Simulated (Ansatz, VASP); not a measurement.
**CdS in VASP and in Ansatz**

```
Cd S
1.0
    -0.04762    2.93921    2.93921
     2.93921   -0.04762    2.93921
     2.89160    2.89160    0.00000
Cd S
1 1
Cartesian
  0.0000 0.0000 -0.0211
  1.4458 1.4458 1.4907
```

Change from the starting cell: shear_xy strain -3.2%.

Alike in both runs: task single point; functional r2SCAN; k mesh 8 × 8 × 8; no spin polarisation.

```csv
,VASP,Ansatz
version,VASP 6.6.1,Ansatz 0.2.0
potentials or method,"VASP PAW PBE potentials, release 64 (Cd, S)","plane waves, PAW"
plane-wave cutoff (eV),520,500
occupations,"gaussian, width 0.01 eV",fixed
valence electrons in the cell,18,26
```

```csv
,VASP,Ansatz,Ansatz less VASP
gap on the k mesh at the Fermi level (eV),1.46,1.47,+0.005
pressure (GPa),0.3,0.0,-0.31
"traceless stress, the component that is largest in VASP (GPa)",0.85,0.84,-0.005
```

VASP's potentials were made for PBE, not for r2SCAN. VASP's potentials hold 18 valence electrons a cell and Ansatz's 26, so a difference there can come from the potentials and not from the codes.
